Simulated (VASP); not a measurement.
# TlO2 (P6/mmm) in VASP: a series of runs

TlO2 is run at these levels: PBE; tasks: single point, relaxation of cell and atoms.

Program: VASP 6.6.1. These are calculated values, not measurements. Logs are shortened: lines on timing, memory, paths and dates and some standing lists are left out, and cuts for length are marked.

**1. The cell of the first run**

Symmetry: P6/mmm, No. 191, hexagonal system. Conventional cell: a = 3.758 Å, b = 3.758 Å, c = 3.276 Å, α = 90.00°, β = 90.00°, γ = 120.00°. Tl (site symmetry 6/mmm) has 12 O at 2.72 Å and 2 Tl at 3.28 Å within 3.6 Å. O (site symmetry -6m2) has 3 O at 2.17 Å and 6 Tl at 2.72 Å within 2.9 Å.

**2. Single point, PBE**

INCAR reads:

```
SYSTEM = TlO2
ALGO     = Normal         ! electronic algorithm
EDIFF    = 1E-6           ! SCF threshold, eV
ENCUT    = 520            ! plane-wave cutoff, eV
GGA      = PE             ! functional
ISIF     = 2              ! what is computed and relaxed
ISMEAR   = 0              ! smearing method
LASPH    = .TRUE.         ! aspherical terms in the spheres
LCHARG   = .TRUE.         ! write CHGCAR
LELF     = .TRUE.         ! ELF
LREAL    = .FALSE.        ! projectors in reciprocal space
LVHAR    = .TRUE.       
LWAVE    = .FALSE.        ! write WAVECAR
NBANDS   = 20             ! bands
NELM     = 80             ! most SCF steps
PREC     = Accurate       ! precision mode
SIGMA    = 0.1            ! smearing width, eV
```

KPOINTS reads:

```
k-points
0
G
  6 6 6
  0 0 0
```

POSCAR reads:

```
TlO2
1.0
    3.7582358951      0.0000000000      0.0000000000
   -1.8791179475      3.2547277586      0.0000000000
    0.0000000000      0.0000000000      3.2757840046
Tl O
1 2
Direct
    0.0000000000      0.0000000000      0.0000000000
    0.3333333333      0.6666666667      0.5000000000
    0.6666666667      0.3333333333      0.5000000000
```

Potentials or basis: VASP PAW PBE potentials, release 64 (Tl_d, O).

Launch:

```console
$ cat potpaw_PBE.64/Tl_d/POTCAR potpaw_PBE.64/O/POTCAR > POTCAR
$ mpirun -np 1 vasp_std > vasp.out
```

OUTCAR:

```text
SYSTEM = TlO2
   EDIFF = 1E-6
   ENCUT = 520
   GGA = PE
   ISIF = 2
   ISMEAR = 0
   LASPH = .TRUE.
   LREAL = .FALSE.
   NELM = 80
   PREC = Accurate

 ion  position               nearest neighbor table
   1  0.000  0.000  0.000-   2 2.72   3 2.72   2 2.72   3 2.72   2 2.72   2 2.72   3 2.72   3 2.72
                             3 2.72   3 2.72   2 2.72   2 2.72
   2  0.333  0.667  0.500-   1 2.72   1 2.72   1 2.72   1 2.72   1 2.72   1 2.72
   3  0.667  0.333  0.500-   1 2.72   1 2.72   1 2.72   1 2.72   1 2.72   1 2.72

  LATTYP: Found a hexagonal cell.
 ALAT       =     3.7582358951
 C/A-ratio  =     0.8716280979

  Lattice vectors:

 A1 = (   3.7582358951,   0.0000000000,   0.0000000000)
 A2 = (  -1.8791179475,   3.2547277586,   0.0000000000)
 A3 = (   0.0000000000,   0.0000000000,   3.2757840046)

Analysis of symmetry for initial positions (statically):
=====================================================================
 Subroutine PRICEL returns:
 Original cell was already a primitive cell.

 Routine SETGRP: Setting up the symmetry group for a
 hexagonal supercell.

 Subroutine GETGRP returns: Found 24 space group operations
 (whereof 24 operations were pure point group operations)
 out of a pool of 24 trial point group operations.

The static configuration has the point symmetry D_6h.

Analysis of symmetry for dynamics (positions and initial velocities):
=====================================================================
 Subroutine PRICEL returns:
 Original cell was already a primitive cell.

 Routine SETGRP: Setting up the symmetry group for a
 hexagonal supercell.

 Subroutine GETGRP returns: Found 24 space group operations
 (whereof 24 operations were pure point group operations)
 out of a pool of 24 trial point group operations.

The dynamic configuration has the point symmetry D_6h.

 Subroutine INISYM returns: Found 24 space group operations
 (whereof 24 operations are pure point group operations),
 and found     1 'primitive' translations

----------------------------------------------------------------------------------------

                                     Primitive cell

  volume of cell :      40.0695

  direct lattice vectors                    reciprocal lattice vectors
     3.758235895  0.000000000  0.000000000     0.266082286  0.153622680  0.000000000
    -1.879117947  3.254727759  0.000000000     0.000000000  0.307245359  0.000000000
     0.000000000  0.000000000  3.275784005     0.000000000  0.000000000  0.305270433

  length of vectors
     3.758235895  3.758235895  3.275784005     0.307245359  0.307245359  0.305270433

  position of ions in fractional coordinates (direct lattice)
     0.000000000  0.000000000  0.000000000
     0.333333333  0.666666667  0.500000000
     0.666666667  0.333333333  0.500000000

  ion indices of the primitive-cell ions
   primitive index   ion index
                 1           1
                 2           2
                 3           3

----------------------------------------------------------------------------------------

 KPOINTS: k-points

Automatic generation of k-mesh.
 Grid dimensions read from file:
 generate k-points for:    6    6    6

 Generating k-lattice:

  Cartesian coordinates                     Fractional coordinates (reciprocal lattice)
     0.044347048  0.025603780  0.000000000     0.166666667  0.000000000  0.000000000
     0.000000000  0.051207560  0.000000000     0.000000000  0.166666667  0.000000000
     0.000000000  0.000000000  0.050878405     0.000000000  0.000000000  0.166666667

  Length of vectors
     0.051207560  0.051207560  0.050878405

  Shift w.r.t. Gamma in fractional coordinates (k-lattice)
     0.000000000  0.000000000  0.000000000

 Subroutine IBZKPT returns following result:
 ===========================================

 Found     28 irreducible k-points:

 Following reciprocal coordinates:
            Coordinates               Weight
  0.000000  0.000000  0.000000      1.000000
  0.166667  0.000000  0.000000      6.000000
  0.333333  0.000000  0.000000      6.000000
  0.500000  0.000000  0.000000      3.000000
  0.166667  0.166667  0.000000      6.000000
  0.333333  0.166667  0.000000     12.000000
[... 16 lines left out ...]
  0.166667  0.000000  0.500000      6.000000
  0.333333  0.000000  0.500000      6.000000
 [... further k-points ...]
   k-points           NKPTS =     28   k-points in BZ     NKDIM =     28   number of bands    NBANDS=     20
   number of dos      NEDOS =    301   number of ions     NIONS =      3
   total plane-waves  NPLWV =  18816
   dimension x,y,z NGX =    28 NGY =   28 NGZ =   24
   dimension x,y,z NGXF=    56 NGYF=   56 NGZF=   48
   ions per type =               1   2
   NGX,Y,Z   is equivalent  to a cutoff of  12.39, 12.39, 12.18 a.u.
   NGXF,Y,Z  is equivalent  to a cutoff of  24.77, 24.77, 24.36 a.u.
 SYSTEM =  TlO2
   PREC   = accura    normal or accurate (medium, high low for compatibility)
   ISTART =      0    job   : 0-new  1-cont  2-samecut
   ICHARG =      2    charge: 1-file 2-atom 10-const
   ISPIN  =      1    spin polarized calculation?
   LNONCOLLINEAR =      F non collinear calculations
   LSORBIT =      F    spin-orbit coupling
   LASPH  =      T    aspherical Exc in radial PAW
   ENCUT  =  520.0 eV  38.22 Ry    6.18 a.u.   6.99  6.99  6.09*2*pi/ulx,y,z
   NELM   =     80;   NELMIN=  2; NELMDL= -5     # of ELM steps
   EDIFF  = 0.1E-05   stopping-criterion for ELM
   LREAL  =      F    real-space projection
   EDIFFG = 0.1E-04   stopping-criterion for IOM
   NSW    =      0    number of steps for IOM
   IBRION =     -1    ionic relax: 0-MD 1-quasi-New 2-CG
   NFREE  =      0    steps in history (QN), initial steepest desc. (CG)
   ISIF   =      2    stress and relaxation
   ISYM   =      2    0-nonsym 1-usesym 2-fastsym
   POTIM  = 0.5000    time-step for ionic-motion
   TEBEG  =    0.0;   TEEND  =   0.0 temperature during run
   PSTRESS=    0.0 pullay stress
   NELECT =      25.0000    total number of electrons
   NUPDOWN=      -1.0000    fix difference up-down
   EMIN   =  10.00;   EMAX   =-10.00  energy-range for DOS
   EFERMI =   0.00;   METHOD = LEGACY
   ISMEAR =     0;   SIGMA  =   0.10  broadening in eV -4-tet -1-fermi 0-gaus
   EFERMI_NEDOS =   21; number of points for ismear=-14 and -15
   IALGO  =     38    algorithm
   IMIX   =      4    mixing-type and parameters
     AMIX     =   0.40;   BMIX     =  1.00
     AMIX_MAG =   1.60;   BMIX_MAG =  1.00
  volume/ion in A,a.u.               =      13.36        90.13
  Fermi-wavevector in a.u.,A,eV,Ry     =   1.398890  2.643518 26.625142  1.956893
  Thomas-Fermi vector in A             =   2.522003
   LORBIT       =      0    0 simple, 1 ext, 2 COOP (PROOUT), +10 PAW based schemes
   GGA     = PE    functional components
   LHFCALC =     F    Hartree Fock is set to
   AEXX    =    0.0000 exact exchange contribution
   IVDW    =     0    specifies the selected vdW correction
   LEPSILON=     F    determine dielectric tensor
   LRPA    =     F    only Hartree local field effects (RPA)
 non-spin polarized calculation
 Gauss-broadening in eV      SIGMA  =   0.10
  energy-cutoff  :      520.00
  volume of cell :       40.07
 maximum number of plane-waves:      1116
 NGX is ok and might be reduce to    28
   NGX = 13   NGY = 13   NGZ = 13

 number of electron      24.9999986 magnetization

 Free energy of the ion-electron system (eV)
  ---------------------------------------------------
  ext. energy  EPLUGINS =         0.00000000
  ---------------------------------------------------
  free energy    TOTEN  =       -10.62446932 eV

  energy without entropy =      -10.61888532  energy(sigma->0) =      -10.62167732

 E-fermi :   5.1647     XC(G=0): -11.2880

 val. band max:        5.1524682883   @ k =   0.5000   0.0000   0.3333
 cond. band min:       5.2161596550   @ k =   0.1667   0.1667   0.0000
 fundamental gap:      0.0636913666
 Fermi energy:         5.1647226594

 k-point     1 :       0.0000    0.0000    0.0000
  band No.  band energies     occupation
      1     -13.8694      2.00000
      2     -10.2646      2.00000
      3      -5.5444      2.00000
      4      -5.2147      2.00000
      5      -5.2147      2.00000
      6      -4.8515      2.00000
[... 12 lines left out ...]
     19      20.5384      0.00000
     20      22.3313      0.00000

 k-point     2 :       0.1667    0.0000    0.0000
  band No.  band energies     occupation
      1     -13.6756      2.00000
      2     -10.5538      2.00000
      3      -5.5310      2.00000
      4      -5.1364      2.00000
      5      -5.1056      2.00000
      6      -4.9046      2.00000
[... 12 lines left out ...]
     19      19.4930      0.00000
     20      22.1127      0.00000

 k-point     3 :       0.3333    0.0000    0.0000
  band No.  band energies     occupation
      1     -13.1600      2.00000
      2     -11.2208      2.00000
      3      -5.5258      2.00000
      4      -5.0043      2.00000
      5      -4.9682      2.00000
      6      -4.9438      2.00000
[... 12 lines left out ...]
     19      20.2035      0.00000
     20      22.0068      0.00000

 k-point     4 :       0.5000    0.0000    0.0000
  band No.  band energies     occupation
      1     -12.7101      2.00000
      2     -11.7309      2.00000
      3      -5.5377      2.00000
      4      -5.0512      2.00000
      5      -4.8850      2.00000
      6      -4.8779      2.00000
[... 12 lines left out ...]
     19      21.3712      0.00000
     20      22.0666      0.00000

 k-point     5 :       0.1667    0.1667    0.0000
  band No.  band energies     occupation
      1     -13.3173      2.00000
      2     -11.0247      2.00000
      3      -5.5228      2.00000
      4      -5.0211      2.00000
      5      -4.9794      2.00000
      6      -4.9696      2.00000
[... 12 lines left out ...]
     19      19.2944      0.00000
     20      21.5884      0.00000

 k-point     6 :       0.3333    0.1667    0.0000
  band No.  band energies     occupation
      1     -12.7457      2.00000
      2     -11.6757      2.00000
      3      -5.5384      2.00000
      4      -5.0228      2.00000
      5      -4.9073      2.00000
      6      -4.9033      2.00000
[... 12 lines left out ...]
     19      20.8184      0.00000
     20      21.5559      0.00000

 k-point     7 :       0.3333    0.3333    0.0000
  band No.  band energies     occupation
      1     -12.2120      2.00000
      2     -12.2120      2.00000
      3      -5.5553      2.00000
      4      -4.9786      2.00000
      5      -4.9786      2.00000
      6      -4.8811      2.00000
[... 12 lines left out ...]
     19      21.2162      0.00000
     20      21.2162      0.00000
[... 277 lines left out ...]
 k-point    20 :       0.3333    0.1667    0.3333
  band No.  band energies     occupation
      1     -12.6481      2.00000
      2     -11.5368      2.00000
      3      -5.2091      2.00000
      4      -5.0678      2.00000
      5      -5.0169      2.00000
      6      -4.9079      2.00000
[... 12 lines left out ...]
     19      22.3798      0.00000
     20      22.7610      0.00000

 k-point    21 :       0.3333    0.3333    0.3333
  band No.  band energies     occupation
      1     -12.1180      2.00000
      2     -12.1180      2.00000
      3      -5.1061      2.00000
      4      -5.1061      2.00000
      5      -4.9101      2.00000
      6      -4.8834      2.00000
[... 12 lines left out ...]
     19      23.1170      0.00000
     20      23.1170      0.00000

 k-point    22 :       0.0000    0.0000    0.5000
  band No.  band energies     occupation
      1     -13.4951      2.00000
      2     -10.1598      2.00000
      3      -5.2062      2.00000
      4      -5.2062      2.00000
      5      -5.0585      2.00000
      6      -5.0585      2.00000
[... 12 lines left out ...]
     19      19.7049      0.00000
     20      22.0908      0.00000

 k-point    23 :       0.1667    0.0000    0.5000
  band No.  band energies     occupation
      1     -13.3502      2.00000
      2     -10.4116      2.00000
      3      -5.2491      2.00000
      4      -5.1633      2.00000
      5      -5.1063      2.00000
      6      -5.0029      2.00000
[... 12 lines left out ...]
     19      21.2421      0.00000
     20      22.2448      0.00000

 k-point    24 :       0.3333    0.0000    0.5000
  band No.  band energies     occupation
      1     -12.9583      2.00000
      2     -11.0233      2.00000
      3      -5.3329      2.00000
      4      -5.2033      2.00000
      5      -4.9825      2.00000
      6      -4.8886      2.00000
[... 12 lines left out ...]
     19      21.8176      0.00000
     20      23.6551      0.00000

 [... further k-points ...]

------------------------ aborting loop because EDIFF is reached ----------------------------------------

  FORCE on cell =-STRESS in cart. coord.  units (eV):
  Direction    XX          YY          ZZ          XY          YZ          ZX
  --------------------------------------------------------------------------------------
  -------------------------------------------------------------------------------------
  Total       -0.0431452     -0.0431452     -0.0098558     -0.0000000     -0.0000000      0.0000000
  in kB       -1.7251598     -1.7251598     -0.3940835     -0.0000000     -0.0000000      0.0000000
  external PRESSURE =      -1.2814677 kB  Pullay stress =       0.0000000 kB

 VOLUME and BASIS-vectors are now :
 -----------------------------------------------------------------------------
  energy-cutoff  :      520.00
  volume of cell :       40.07
      direct lattice vectors                 reciprocal lattice vectors
     3.758235895  0.000000000  0.000000000     0.266082286  0.153622680  0.000000000
    -1.879117947  3.254727759  0.000000000     0.000000000  0.307245359  0.000000000
     0.000000000  0.000000000  3.275784005     0.000000000  0.000000000  0.305270433

 POSITION                                       TOTAL-FORCE (eV/Angst)
 -----------------------------------------------------------------------------------
      0.00000      0.00000      0.00000         0.000000      0.000000      0.000000
     -0.00000      2.16982      1.63789        -0.000000     -0.000000     -0.000000
      1.87912      1.08491      1.63789         0.000000     -0.000000      0.000000
 -----------------------------------------------------------------------------------
    total drift:                               -0.000000      0.000000     -0.000000

  FREE ENERGIE OF THE ION-ELECTRON SYSTEM (eV)
  ---------------------------------------------------
  free  energy   TOTEN  =       -10.6244693160 eV

  energy  without entropy=      -10.6188853236  energy(sigma->0) =      -10.62167732
```

It took 25 s on 1 thread of Intel Xeon 8259CL, shared host; peak memory 0.16 GiB.

What came out:

```yaml
Free_energy: -10.6245 eV
Pressure: -0.1 GPa
```

Caveat: spin-orbit coupling is left out, which moves the levels of the heavy elements; an odd number of electrons without spin polarisation forces a metal; a magnetic or distorted state may lie lower.

**3. Single point, PBE**

This run uses another cell than the first one, of 13.63 Å³/atom, 1.021 times its volume.

INCAR reads:

```
SYSTEM = TlO2
ALGO     = Normal         ! electronic algorithm
EDIFF    = 1E-7           ! SCF threshold, eV
ENCUT    = 520            ! plane-wave cutoff, eV
GGA      = PE             ! functional
ISIF     = 2              ! what is computed and relaxed
ISMEAR   = 0              ! smearing method
LASPH    = .True.         ! aspherical terms in the spheres
LCHARG   = .True.         ! write CHGCAR
LELF     = .True.         ! ELF
LREAL    = .False.        ! projectors in reciprocal space
LVHAR    = .True.       
LWAVE    = .False.        ! write WAVECAR
NBANDS   = 20             ! bands
NELM     = 80             ! most SCF steps
PREC     = Accurate       ! precision mode
SIGMA    = 0.1            ! smearing width, eV
```

KPOINTS reads:

```
k-points
0
Gamma
  6 6 6
  0 0 0
```

POSCAR reads:

```
TlO2
1.0
    4.0644310854      0.0000000000      0.0000000000
   -2.0322155427      3.5199005719      0.0000000000
    0.0000000000      0.0000000000      2.8587753202
Tl O
1 2
Direct
    0.0000000000      0.0000000000      0.0000000000
    0.3333333333      0.6666666667      0.5000000000
    0.6666666667      0.3333333333      0.5000000000
```

Potentials or basis: VASP PAW PBE potentials, release 64 (Tl_d, O).

Launch:

```console
$ cat potpaw_PBE.64/Tl_d/POTCAR potpaw_PBE.64/O/POTCAR > POTCAR
$ mpirun -np 1 vasp_std > vasp.out
```

Wall time 29 s (1 thread of Intel Xeon 8259CL, shared host); peak memory 0.16 GiB.

Results (log left out):

```
Free energy : -10.0293 eV
Pressure    : -4.9 GPa
```

Stress tensor (GPa, compression positive):
```
-15.13   0.00   0.00
  0.00 -15.13   0.00
  0.00   0.00  15.60
```

Levels at points of the mesh, in eV from the Fermi level:
| k point | band 10 | band 11 | band 12 | band 13 | band 14 | band 15 | band 16 | band 17 |
| --- | --- | --- | --- | --- | --- | --- | --- | --- |
| (0.00, 0.00, 0.00) | -2.93 | -1.41 | -1.41 | -1.18 | 0.19 | 7.99 | 7.99 | 12.62 |
| (0.50, 0.00, 0.00) | -1.17 | -0.53 | -0.28 | 0.21 | 0.41 | 5.40 | 8.14 | 13.19 |
| (0.00, 0.00, 0.50) | -2.93 | -1.41 | -0.17 | -0.17 | 2.02 | 2.43 | 9.26 | 9.26 |
| (0.50, 0.00, 0.50) | -2.94 | -2.74 | -0.52 | 0.18 | 0.21 | 3.81 | 7.18 | 8.66 |

Caveat: the k points lie up to 0.37 Å⁻¹ apart; spin-orbit coupling is left out, which moves the levels of the heavy elements; an odd number of electrons without spin polarisation forces a metal; a magnetic or distorted state may lie lower.

(Part 1 of 2 ends here.)
